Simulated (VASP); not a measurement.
Wanted: the native input for a VASP 6.6.1 run.

```yaml
Task: single point
Functional: LDA
Potentials_or_basis: VASP PAW LDA potentials, release 64 (Ti_sv, Al)
Cutoff: 520 eV
k_mesh: 14 × 10 × 10
Occupations: gaussian, width 0.1 eV
Spin: no spin polarisation
Dipole_correction: no
Further_INCAR_settings: ALGO = Fast; EDIFF = 1e-07; NBANDS = 18
```

The structure of TiAl3 (lda) lies in POSCAR:

```
TiAl3
1.0
    2.7538553454      0.0000000000      0.0000000000
    0.0000000000      4.6311132660      0.0000000000
    0.0000000000      0.0000000000      4.8497709722
Ti Al
1 3
Direct
    0.0000000000      0.5000000000      0.1629437504
    0.5000000000      0.5000000000      0.6637864572
    0.5000000000      0.0000000000      0.3328560049
    0.0000000000      0.0000000000      0.8404127875
```

These files were run (other wordings do the same):

INCAR

```
SYSTEM = TiAl3
ALGO = Fast
EDIFF = 1E-7
ENCUT = 520
GGA = CA
ISIF = 2
ISMEAR = 0
LASPH = .True.
LCHARG = .False.
LREAL = .False.
LWAVE = .False.
NBANDS = 18
NELM = 80
PREC = Accurate
SIGMA = 0.1
```

KPOINTS

```
k-points
0
Gamma
  14 10 10
  0 0 0
```

Potentials or basis: VASP PAW LDA potentials, release 64 (Ti_sv, Al).

The run is started by

```console
$ cat potpaw_LDA.64/Ti_sv/POTCAR potpaw_LDA.64/Al/POTCAR > POTCAR
$ mpirun -np 1 vasp_std > vasp.out
```

It gave:

```yaml
Pressure: 0.1 GPa
Largest_force: 0.004 eV/Å
```

It took 7.3 min on 1 thread of AMD EPYC 7R13, with other jobs on the host, peak memory 0.39 GiB.
